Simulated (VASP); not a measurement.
# Au (Fm-3m) in VASP: further runs, part 2 of 2

VASP 6.6.1.

### Step 3. Single point, LDA

File INCAR:

```
PREC = Accurate ; ENCUT = 520
EDIFF = 1E-6 ; ISMEAR = 1
SIGMA = 0.1 ; LREAL = F
LASPH = T ; NELM = 80
ALGO = Normal ; ISIF = 2
LWAVE = F ; LCHARG = F
GGA = CA ; NBANDS = 30
```

File KPOINTS:

```
regular mesh
0
Gamma
  6 6 6
```

File POSCAR:

```
Au
1.0
    4.0494766184      0.0000000000      0.0000000000
    0.0000000000      4.0494766184      0.0000000000
    0.0000000000      0.0000000000      4.0494766184
Au
4
Direct
    0.0000000000      0.0000000000      0.0000000000
    0.0000000000      0.5000000000      0.5000000000
    0.5000000000      0.0000000000      0.5000000000
    0.5000000000      0.5000000000      0.0000000000
```

Potentials or basis: VASP PAW LDA potentials, release 64 (Au).

Command:

```console
$ cat potpaw_LDA.64/Au/POTCAR > POTCAR
$ mpirun -np 1 vasp_std > vasp.out
```

OUTCAR:

```text
PREC = Accurate
   ENCUT = 520
   EDIFF = 1E-6
   ISMEAR = 1
   LREAL = F
   LASPH = T
   NELM = 80
   ISIF = 2
   GGA = CA

 ion  position               nearest neighbor table
   1  0.000  0.000  0.000-   2 2.86   3 2.86   4 2.86   2 2.86   3 2.86   2 2.86   4 2.86   2 2.86
                             3 2.86   4 2.86   3 2.86   4 2.86
   2  0.000  0.500  0.500-   1 2.86   3 2.86   4 2.86   1 2.86   4 2.86   1 2.86   3 2.86   1 2.86
                             3 2.86   4 2.86   4 2.86   3 2.86
   3  0.500  0.000  0.500-   1 2.86   2 2.86   4 2.86   1 2.86   4 2.86   2 2.86   4 2.86   4 2.86
                             1 2.86   2 2.86   1 2.86   2 2.86
   4  0.500  0.500  0.000-   1 2.86   2 2.86   3 2.86   2 2.86   3 2.86   1 2.86   3 2.86   3 2.86
                             1 2.86   2 2.86   2 2.86   1 2.86

  LATTYP: Found a simple cubic cell.
 ALAT       =     4.0494766184

  Lattice vectors:

 A1 = (   4.0494766184,   0.0000000000,   0.0000000000)
 A2 = (   0.0000000000,   4.0494766184,   0.0000000000)
 A3 = (   0.0000000000,   0.0000000000,   4.0494766184)

Analysis of symmetry for initial positions (statically):
=====================================================================
 Subroutine PRICEL returns following result:

  LATTYP: Found a face centered cubic cell.
 ALAT       =     4.0494766184

  Lattice vectors:

 A1 = (   2.0247383092,  -2.0247383092,   0.0000000000)
 A2 = (   2.0247383092,   0.0000000000,   2.0247383092)
 A3 = (   0.0000000000,  -2.0247383092,   2.0247383092)

   4 primitive cells build up your supercell.

 Routine SETGRP: Setting up the symmetry group for a
 simple cubic supercell.

 Subroutine GETGRP returns: Found 48 space group operations
[... 5 lines left out ...]
Analysis of symmetry for dynamics (positions and initial velocities):
=====================================================================
 Subroutine PRICEL returns following result:

  LATTYP: Found a face centered cubic cell.
 ALAT       =     4.0494766184

  Lattice vectors:

 A1 = (   2.0247383092,  -2.0247383092,   0.0000000000)
 A2 = (   2.0247383092,   0.0000000000,   2.0247383092)
 A3 = (   0.0000000000,  -2.0247383092,   2.0247383092)

   4 primitive cells build up your supercell.

 Routine SETGRP: Setting up the symmetry group for a
 simple cubic supercell.

 Subroutine GETGRP returns: Found 48 space group operations
[... 5 lines left out ...]
 Subroutine INISYM returns: Found 48 space group operations
 (whereof 48 operations are pure point group operations),
 and found     4 'primitive' translations

----------------------------------------------------------------------------------------

                                     Primitive cell

  volume of cell :      16.6011

  direct lattice vectors                    reciprocal lattice vectors
     2.024738309 -2.024738309  0.000000000     0.246945493 -0.246945493 -0.246945493
     2.024738309  0.000000000  2.024738309     0.246945493  0.246945493  0.246945493
     0.000000000 -2.024738309  2.024738309    -0.246945493 -0.246945493  0.246945493

  length of vectors
     2.863412377  2.863412377  2.863412377     0.427722141  0.427722141  0.427722141

  position of ions in fractional coordinates (direct lattice)
     0.000000000  0.000000000  0.000000000

  ion indices of the primitive-cell ions
   primitive index   ion index
                 1           1

----------------------------------------------------------------------------------------

 KPOINTS: regular mesh

Automatic generation of k-mesh.
 Grid dimensions read from file:
 generate k-points for:    6    6    6

 Generating k-lattice:

  Cartesian coordinates                     Fractional coordinates (reciprocal lattice)
     0.041157582  0.000000000  0.000000000     0.166666667  0.000000000  0.000000000
     0.000000000  0.041157582  0.000000000     0.000000000  0.166666667  0.000000000
     0.000000000  0.000000000  0.041157582     0.000000000  0.000000000  0.166666667

  Length of vectors
     0.041157582  0.041157582  0.041157582

  Shift w.r.t. Gamma in fractional coordinates (k-lattice)
     0.000000000  0.000000000  0.000000000

 Subroutine IBZKPT returns following result:
 ===========================================

 Found     20 irreducible k-points:

 Following reciprocal coordinates:
            Coordinates               Weight
  0.000000  0.000000  0.000000      1.000000
  0.166667  0.000000  0.000000      6.000000
  0.333333  0.000000  0.000000      6.000000
  0.500000  0.000000  0.000000      3.000000
  0.166667  0.166667  0.000000     12.000000
  0.333333  0.166667  0.000000     24.000000
[... 12 lines left out ...]
  0.500000  0.500000  0.333333      6.000000
  0.500000  0.500000  0.500000      1.000000
   k-points           NKPTS =     20   k-points in BZ     NKDIM =     20   number of bands    NBANDS=     30
   number of dos      NEDOS =    301   number of ions     NIONS =      4
   total plane-waves  NPLWV =  27000
   dimension x,y,z NGX =    30 NGY =   30 NGZ =   30
   dimension x,y,z NGXF=    60 NGYF=   60 NGZF=   60
   ions per type =               4
   NGX,Y,Z   is equivalent  to a cutoff of  12.32, 12.32, 12.32 a.u.
   NGXF,Y,Z  is equivalent  to a cutoff of  24.63, 24.63, 24.63 a.u.
 SYSTEM =  unknown system
   PREC   = accura    normal or accurate (medium, high low for compatibility)
   ISTART =      0    job   : 0-new  1-cont  2-samecut
   ICHARG =      2    charge: 1-file 2-atom 10-const
   ISPIN  =      1    spin polarized calculation?
   LNONCOLLINEAR =      F non collinear calculations
   LSORBIT =      F    spin-orbit coupling
   LASPH  =      T    aspherical Exc in radial PAW
   ENCUT  =  520.0 eV  38.22 Ry    6.18 a.u.   7.53  7.53  7.53*2*pi/ulx,y,z
   NELM   =     80;   NELMIN=  2; NELMDL= -5     # of ELM steps
   EDIFF  = 0.1E-05   stopping-criterion for ELM
   LREAL  =      F    real-space projection
[... 7 lines left out ...]
   TEBEG  =    0.0;   TEEND  =   0.0 temperature during run
   PSTRESS=    0.0 pullay stress
   NELECT =      44.0000    total number of electrons
   NUPDOWN=      -1.0000    fix difference up-down
   EMIN   =  10.00;   EMAX   =-10.00  energy-range for DOS
   EFERMI =   0.00;   METHOD = LEGACY
   ISMEAR =     1;   SIGMA  =   0.10  broadening in eV -4-tet -1-fermi 0-gaus
   EFERMI_NEDOS =   21; number of points for ismear=-14 and -15
   IALGO  =     38    algorithm
   IMIX   =      4    mixing-type and parameters
     AMIX     =   0.40;   BMIX     =  1.00
     AMIX_MAG =   1.60;   BMIX_MAG =  1.00
  volume/ion in A,a.u.               =      16.60       112.03
  Fermi-wavevector in a.u.,A,eV,Ry     =   1.427228  2.697071 27.714810  2.036981
  Thomas-Fermi vector in A             =   2.547421
   LORBIT       =      0    0 simple, 1 ext, 2 COOP (PROOUT), +10 PAW based schemes
   GGA     = CA    functional components
   LHFCALC =     F    Hartree Fock is set to
   AEXX    =    0.0000 exact exchange contribution
   IVDW    =     0    specifies the selected vdW correction
   LEPSILON=     F    determine dielectric tensor
   LRPA    =     F    only Hartree local field effects (RPA)
 non-spin polarized calculation
 Methfessel and Paxton  Order N= 1 SIGMA  =   0.10
  energy-cutoff  :      520.00
  volume of cell :       66.40
 maximum number of plane-waves:      1804
   NGX = 15   NGY = 15   NGZ = 15

 number of electron      43.9999996 magnetization

 Free energy of the ion-electron system (eV)
  ---------------------------------------------------
  ext. energy  EPLUGINS =         0.00000000
  ---------------------------------------------------
  free energy    TOTEN  =       -17.75366868 eV

  energy without entropy =      -17.75178905  energy(sigma->0) =      -17.75304214

 E-fermi :   9.7836     XC(G=0): -13.1349

 val. band max:        9.6556851405   @ k =   0.3333   0.3333   0.0000
 cond. band min:       9.8266963591   @ k =   0.3333   0.3333   0.1667
 fundamental gap:      0.1710112186
 Fermi energy:         9.7835718567

 k-point     1 :       0.0000    0.0000    0.0000
  band No.  band energies     occupation
      1      -0.4600      2.00000
      2       2.3963      2.00000
      3       2.3963      2.00000
      4       2.3963      2.00000
      5       2.7222      2.00000
      6       2.7222      2.00000
[... 649 lines left out ...]
     29      23.6423      0.00000
     30      23.6423      0.00000

------------------------ aborting loop because EDIFF is reached ----------------------------------------

  FORCE on cell =-STRESS in cart. coord.  units (eV):
  Direction    XX          YY          ZZ          XY          YZ          ZX
  --------------------------------------------------------------------------------------
  -------------------------------------------------------------------------------------
  Total        0.2001525      0.2001525      0.2001525      0.0000000      0.0000000      0.0000000
  in kB        4.8291965      4.8291965      4.8291965      0.0000000      0.0000000      0.0000000
  external PRESSURE =       4.8291965 kB  Pullay stress =       0.0000000 kB

 VOLUME and BASIS-vectors are now :
 -----------------------------------------------------------------------------
  energy-cutoff  :      520.00
  volume of cell :       66.40
      direct lattice vectors                 reciprocal lattice vectors
     4.049476618  0.000000000  0.000000000     0.246945493  0.000000000  0.000000000
     0.000000000  4.049476618  0.000000000     0.000000000  0.246945493  0.000000000
     0.000000000  0.000000000  4.049476618     0.000000000  0.000000000  0.246945493

 POSITION                                       TOTAL-FORCE (eV/Angst)
 -----------------------------------------------------------------------------------
      0.00000      0.00000      0.00000        -0.000000      0.000000      0.000000
      0.00000      2.02474      2.02474         0.000000     -0.000000      0.000000
      2.02474      0.00000      2.02474        -0.000000      0.000000     -0.000000
      2.02474      2.02474      0.00000         0.000000     -0.000000     -0.000000
 -----------------------------------------------------------------------------------
    total drift:                                0.000000      0.000000     -0.000000

  FREE ENERGIE OF THE ION-ELECTRON SYSTEM (eV)
  ---------------------------------------------------
  free  energy   TOTEN  =       -17.7536686804 eV

  energy  without entropy=      -17.7517890516  energy(sigma->0) =      -17.75304214
```

OSZICAR:

```text
N       E                     dE             d eps       ncg     rms          rms(c)
DAV:   1     0.286200222845E+03    0.28620E+03   -0.22793E+04  1208   0.143E+03
DAV:   2    -0.121396356854E+02   -0.29834E+03   -0.28492E+03  1324   0.324E+02
DAV:   3    -0.190128173691E+02   -0.68732E+01   -0.67967E+01  1368   0.495E+01
DAV:   4    -0.190511434717E+02   -0.38326E-01   -0.38320E-01  1284   0.394E+00
DAV:   5    -0.190515050083E+02   -0.36154E-03   -0.36154E-03  1362   0.411E-01    0.210E+01
DAV:   6    -0.178645562541E+02    0.11869E+01   -0.25251E+00  1260   0.113E+01    0.128E+01
DAV:   7    -0.177665406894E+02    0.98016E-01   -0.28403E-01  1290   0.366E+00    0.500E+00
DAV:   8    -0.177536813127E+02    0.12859E-01   -0.24544E-02  1230   0.112E+00    0.566E-01
DAV:   9    -0.177536612560E+02    0.20057E-04   -0.94390E-05  1356   0.709E-02    0.173E-02
DAV:  10    -0.177536686876E+02   -0.74316E-05   -0.26259E-06  1150   0.120E-02    0.281E-03
DAV:  11    -0.177536686804E+02    0.72469E-08   -0.43755E-07   666   0.437E-03
   1 F= -.17753669E+02 E0= -.17753042E+02  d E =-.187963E-02
```

Run time: 27 s. Hardware: 1 thread of Intel Xeon Platinum 8259CL at 2.50GHz (Skylake/Cascade Lake), shared host; peak memory 0.16 GiB.

What came out:

```
Free energy            : -17.7537 eV
Pressure               : 0.5 GPa
Band gap on the k mesh : zero (band 22 reaches 10.88 eV, above the bottom of band 23 at 8.61 eV)
```

Caveat: spin-orbit coupling is left out, which moves the levels of the heavy elements.

### Step 4. Relaxation of cell and atoms, LDA

File INCAR:

```
SYSTEM = Au
PREC     = Accurate       ! precision mode
ENCUT    = 600            ! plane-wave cutoff, eV
EDIFF    = 1E-7           ! SCF threshold, eV
ISMEAR   = 1              ! smearing method
SIGMA    = 0.1            ! smearing width, eV
LREAL    = .False.        ! projectors in reciprocal space
LASPH    = .True.         ! aspherical terms in the spheres
NELM     = 60             ! most SCF steps
ALGO     = Normal         ! electronic algorithm
ISIF     = 3              ! what is computed and relaxed
LWAVE    = .False.        ! write WAVECAR
LCHARG   = .False.        ! write CHGCAR
IBRION   = 2              ! ionic algorithm
NSW      = 50             ! ionic steps
EDIFFG   = -0.03          ! ionic threshold
```

File KPOINTS:

```
regular mesh
0
Gamma
  6 6 6
  0 0 0
```

POSCAR is that of step 3.

Command:

```console
$ cat potpaw_LDA.64/Au/POTCAR > POTCAR
$ mpirun -np 1 vasp_std > vasp.out
```

Run time: 46 s. Hardware: 1 thread of Intel Xeon Platinum 8259CL at 2.50GHz (Skylake/Cascade Lake), shared host; peak memory 0.18 GiB.

Results (log left out):

| Property | Result |
| --- | --- |
| Free energy | -17.7538 eV |
| Relaxed volume | 16.65 Å³/atom |
| Relaxed cell | a = 4.053 Å, b = 4.053 Å, c = 4.053 Å, α = 90.00°, β = 90.00°, γ = 90.00° |
| Space group after relaxing (to 0.05 Å) | Fm-3m (No. 225) |
| Energy gained by relaxing | 0.1 meV/atom |
| Ionic steps | 3 |
| Pressure after relaxing | 0.0 GPa |
| Band gap on the k mesh | zero (band 22 reaches 10.83 eV, above the bottom of band 23 at 8.57 eV) |

Step by step:
```
step  energy change (eV)  largest force (eV/Å)  pressure (GPa)  volume (Å³)
   1              0.0000                0.0000            0.58        66.40
   2              0.0010                0.0000           -1.10        66.98
   3             -0.0004                0.0000            0.00        66.60
```

Final structure:
```xyz
4
Lattice="4.0535 0.0000 0.0000 0.0000 4.0535 0.0000 0.0000 0.0000 4.0535" Properties=species:S:1:pos:R:3 pbc="T T T"
Au    0.0000    0.0000    0.0000
Au    0.0000    2.0267    2.0267
Au    2.0267    0.0000    2.0267
Au    2.0267    2.0267    0.0000
```

Levels at points of the mesh, in eV from the Fermi level:
| k point | band 18 | band 19 | band 20 | band 21 | band 22 | band 23 | band 24 | band 25 | band 26 |
| --- | --- | --- | --- | --- | --- | --- | --- | --- | --- |
| (0.00, 0.00, 0.00) | -1.69 | -1.69 | -1.69 | -1.69 | 0.85 | 0.85 | 0.85 | 5.89 | 5.89 |
| (0.50, 0.00, 0.00) | -3.45 | -2.70 | -2.70 | -1.68 | -1.68 | 4.75 | 4.75 | 6.29 | 6.29 |
| (0.50, 0.50, 0.00) | -3.31 | -3.31 | -3.31 | -0.31 | -0.31 | -0.31 | -0.31 | 8.57 | 8.57 |
| (0.50, 0.50, 0.50) | -2.02 | -2.02 | -2.02 | -1.16 | -1.16 | -1.16 | -1.16 | 3.13 | 3.13 |

Caveat: spin-orbit coupling is left out, which moves the levels of the heavy elements.

### Step 5. Relaxation of cell and atoms, LDA

This run uses another cell than the first one, of 16.85 Å³/atom, 1.015 times its volume.

File INCAR:

```
SYSTEM = Au
ALGO = Normal
EDIFF = 1E-6
EDIFFG = -0.03
ENCUT = 600
GGA = CA
IBRION = 2
ISIF = 3
ISMEAR = 1
LASPH = .TRUE.
LCHARG = .FALSE.
LREAL = .FALSE.
LWAVE = .FALSE.
NELM = 80
NSW = 50
PREC = Accurate
SIGMA = 0.1
```

File KPOINTS:

```
k-points
0
G
  6 6 6
  0 0 0
```

File POSCAR:

```
Au
1.0
    4.0700000000      0.0000000000      0.0000000000
    0.0000000000      4.0700000000      0.0000000000
    0.0000000000      0.0000000000      4.0700000000
Au
4
Direct
    0.0000000000      0.0000000000      0.0000000000
    0.0000000000      0.5000000000      0.5000000000
    0.5000000000      0.0000000000      0.5000000000
    0.5000000000      0.5000000000      0.0000000000
```

Command:

```console
$ cat potpaw_LDA.64/Au/POTCAR > POTCAR
$ mpirun -np 1 vasp_std > vasp.out
```

Wall time 66 s (1 thread of Intel Xeon Platinum 8259CL at 2.50GHz (Skylake/Cascade Lake), shared host); peak memory 0.18 GiB.

Results (log left out):

```yaml
Free_energy: -17.7540 eV
Relaxed_volume: 16.65 Å³/atom
Relaxed_cell: a = 4.054 Å, b = 4.054 Å, c = 4.054 Å, α = 90.00°, β = 90.00°, γ = 90.00°
Space_group_after_relaxing_to_0.05_Å: Fm-3m (No. 225)
Energy_gained_by_relaxing: 1.5 meV/atom
Ionic_steps: 3
Pressure_after_relaxing: 0.0 GPa
Band_gap_on_the_k_mesh: zero (band 22 reaches 10.82 eV, above the bottom of band 23 at 8.57 eV)
```

The path:
| step | energy change (eV) | largest force (eV/Å) | pressure (GPa) | volume (Å³) |
| --- | --- | --- | --- | --- |
| 1 | 0.0000 | 0.0000 | -2.29 | 67.42 |
| 2 | 0.0158 | 0.0000 | 4.75 | 65.10 |
| 3 | -0.0059 | 0.0000 | -0.03 | 66.61 |

Final structure:
```
CELL_PARAMETERS angstrom
4.05361 0.00000 0.00000
0.00000 4.05361 0.00000
0.00000 0.00000 4.05361
ATOMIC_POSITIONS crystal
Au 0.00000 0.00000 0.00000
Au 0.00000 0.50000 0.50000
Au 0.50000 0.00000 0.50000
Au 0.50000 0.50000 0.00000
```

Levels at points of the mesh, in eV from the Fermi level:
| k point | band 19 | band 20 | band 21 | band 22 | band 23 | band 24 | band 25 | band 26 |
| --- | --- | --- | --- | --- | --- | --- | --- | --- |
| (0.00, 0.00, 0.00) | -1.69 | -1.69 | -1.69 | 0.85 | 0.85 | 0.85 | 5.89 | 5.89 |
| (0.50, 0.00, 0.00) | -2.70 | -2.70 | -1.68 | -1.68 | 4.75 | 4.75 | 6.29 | 6.29 |
| (0.50, 0.50, 0.00) | -3.31 | -3.31 | -0.31 | -0.31 | -0.31 | -0.31 | 8.57 | 8.57 |
| (0.50, 0.50, 0.50) | -2.02 | -2.02 | -1.16 | -1.16 | -1.16 | -1.16 | 3.13 | 3.13 |

Caveat: spin-orbit coupling is left out, which moves the levels of the heavy elements.

### Step 6. Overview

```csv
task,cell,cutoff (eV),gap on the mesh (eV),pressure (GPa),relaxed volume (Å³/atom)
single point,"a = 4.049 Å, 4 atoms",520,none,0.5,-
relaxation of cell and atoms,"relaxed from a = 4.049 Å, 4 atoms",600,none,0.0,16.65
relaxation of cell and atoms,"relaxed from a = 4.070 Å, 4 atoms",600,none,0.0,16.65
```

Alike in all rows: level LDA; potentials or basis VASP PAW LDA potentials, release 64 (Au); no spin polarisation; k mesh 6 × 6 × 6; smearing methfessel-paxton 0.1 eV.

Caveats: spin-orbit coupling is left out, which moves the levels of the heavy elements.

Total energies depend on the potentials used, so only differences within one code and one set of settings carry meaning.
